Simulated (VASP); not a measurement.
**C: single point with PBEsol**

C:

```
C
1.0
     2.06901   -1.19461    0.00000
     2.06901    1.19461    0.00000
    -1.34127    0.00000    3.40681
C
2
Direct
  0.83336 0.83336 0.00009
  0.16664 0.16664 0.99991
```

```json
{"Program": "VASP 6.6.1", "Task": "single point", "Functional": "PBEsol", "Potentials or basis": "VASP PAW PBE potentials, release 64 (C)", "Cutoff": "520 eV", "k mesh": "14 × 14 × 8", "Occupations": "fermi-dirac, width 0.1 eV", "Spin": "no spin polarisation"}
```

```yaml
Pressure: 27.9 GPa
Largest_force: 0.005 eV/Å
```

Forces on the atoms (eV/Å):
```
C    0.005  0.000 -0.002
C   -0.005  0.000  0.002
```

Stress tensor (GPa, compression positive):
```
41.49  0.00 -0.04
 0.00 41.45  0.00
-0.04  0.00  0.84
```

It took 52 s on 1 thread of Intel(R) Xeon(R) Platinum 8375C CPU @ 2.90GHz (Ice Lake) (shared host), peak memory 0.17 GiB.

Caveat: the cell stands under pressure; this functional lacks dispersion, which binds the layers, so the pressure and a relaxed spacing across them are unreliable; the PAW data sets were made with another functional, which shifts forces and pressure a little.
